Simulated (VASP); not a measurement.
Wanted: the native input for a VASP 6.6.1 run.

| Property | Result |
| --- | --- |
| Task | single point |
| Functional | PBE |
| Potentials or basis | VASP PAW PBE potentials, release 64 (Ba_sv, Ti_sv, O) |
| Cutoff | 600 eV |
| k mesh | 3 × 3 × 3 |
| Occupations | gaussian, width 0.01 eV |
| Spin | no spin polarisation |
| Dipole correction | no |
| Further INCAR settings | ALGO = Normal; EDIFF = 1e-06; NBANDS = 28 |

The structure of BaTiO3 lies in POSCAR:

```
BaTiO3
1.0
    4.0060000000      0.0000000000      0.0000000000
    0.0000000000      4.0060000000      0.0000000000
    0.0000000000      0.0000000000      4.0060000000
Ba Ti O
1 1 3
Direct
    0.5000000000      0.5000000000      0.5000000000
    0.0000000000      0.0000000000      0.0000000000
    0.5000000000      0.0000000000      0.0000000000
    0.0000000000      0.5000000000      0.0000000000
    0.0000000000      0.0000000000      0.5000000000
```

The input as run:

INCAR

```
SYSTEM = BaTiO3
PREC = Accurate ; ENCUT = 600
EDIFF = 1E-6 ; ISMEAR = 0
SIGMA = 0.01 ; LREAL = .FALSE.
LASPH = .TRUE. ; NELM = 120
ALGO = Normal ; ISIF = 2
LWAVE = .FALSE. ; LCHARG = .FALSE.
GGA = PE ; NBANDS = 28
GGA_COMPAT = .FALSE.
```

KPOINTS

```
regular mesh
0
G
  3 3 3
  0 0 0
```

Potentials or basis: VASP PAW PBE potentials, release 64 (Ba_sv, Ti_sv, O).

Command:

```sh
$ cat potpaw_PBE.64/Ba_sv/POTCAR potpaw_PBE.64/Ti_sv/POTCAR potpaw_PBE.64/O/POTCAR > POTCAR
$ mpirun -np 1 vasp_std > vasp.out
```

It gave:

| Quantity | Value |
| --- | --- |
| Pressure | 3.5 GPa |
| Band gap on the k mesh | 1.81 eV |

Caveat: the k points lie up to 0.52 Å⁻¹ apart; spin-orbit coupling is left out, which moves the levels of the heavy elements; an odd mesh through Γ misses points on the zone boundary, where band edges can lie.

It took 29 s on 1 thread of Intel Xeon 8259CL, with other jobs on the host, peak memory 0.15 GiB.
